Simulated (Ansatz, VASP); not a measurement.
Two plane-wave programs on AlNi

The input INCAR:

```
SYSTEM = AlNi
PREC     = Accurate       ! precision mode
ENCUT    = 520            ! plane-wave cutoff, eV
EDIFF    = 1E-6           ! SCF threshold, eV
ISMEAR   = 0              ! smearing method
SIGMA    = 0.15           ! smearing width, eV
LREAL    = .FALSE.        ! projectors in reciprocal space
LASPH    = .TRUE.         ! aspherical terms in the spheres
NELM     = 60             ! most SCF steps
ALGO     = Normal         ! electronic algorithm
ISIF     = 2              ! what is computed and relaxed
LWAVE    = .FALSE.        ! write WAVECAR
LCHARG   = .FALSE.        ! write CHGCAR
GGA      = PS             ! functional
NBANDS   = 14             ! bands
```

File KPOINTS:

```
Automatic mesh
0
G
  16 16 16
  0 0 0
```

The input POSCAR:

```
AlNi
1.0
    2.9333689589      0.0000000000      0.0000000000
    0.0000000000      2.9333689589      0.0000000000
    0.0000000000      0.0000000000      2.9333689589
Al Ni
1 1
Direct
    0.0000000000      0.0000000000     -0.0132782478
    0.5000000000      0.5000000000      0.5061040518
```

Input for Ansatz:

```yaml
crystal:
  lattice:
    - [2.9333689589, 0.0, 0.0]
    - [0.0, 2.9333689589, 0.0]
    - [0.0, 0.0, 2.9333689589]
  atoms:
    - { symbol: Al, position: [0.0, 0.0, -0.0132782478] }
    - { symbol: Ni, position: [0.5, 0.5, 0.5061040518] }
basis:
  ecutwfc: 520.0
kpoints:
  mp_grid: { grid: [16, 16, 16] }
hamiltonian:
  xc: pbesol
  pseudopotentials: { kind: paw, azcp: { folder: soft_1 } }
scf:
  occupations: { method: gaussian, width: 0.15 }
output:
  forces: true
  stress: true
  eigenvalues: true
  write_density: true
  write_potential: true
  elf: true
  volumetric_format: npy
```

Change from the starting cell: mode 6 frozen in at -0.038 Å, equal normal strain along x, y and z +0.0250.

Alike in both runs: task single point; functional PBEsol; k mesh 16 × 16 × 16; occupations gaussian, width 0.15 eV; no spin polarisation.

|  | VASP | Ansatz |
| --- | --- | --- |
| version | VASP 6.6.1 | Ansatz 0.2.0 |
| potentials or method | VASP PAW PBE potentials, release 64 (Al, Ni), cutoff 520 eV | scalar-relativistic, plane waves, PAW |
| valence electrons in the cell | 13 | 21 |

Ansatz gave:

```
gap on the k mesh at the Fermi level (eV)                     : none
pressure (GPa)                                                : -10.7
traceless stress, the component that is largest in VASP (GPa) : -0.07
rms of the force components (eV/Å)                            : 0.149
```

Question: Estimate VASP's values.

Answer: gap on the k mesh at the Fermi level (eV): none; pressure (GPa): -10.6; traceless stress, the component that is largest in VASP (GPa): -0.06; rms of the force components (eV/Å): 0.150.

VASP's potentials were made for PBE, not for PBEsol, and Ansatz warns of the same on its side. Atom by atom the forces differ by 0.001 eV/Å (rms over components). A gap of «none» marks a metal or a gap that the smearing closes. VASP's potentials hold 13 valence electrons a cell and Ansatz's 21, so a difference there can come from the potentials and not from the codes.
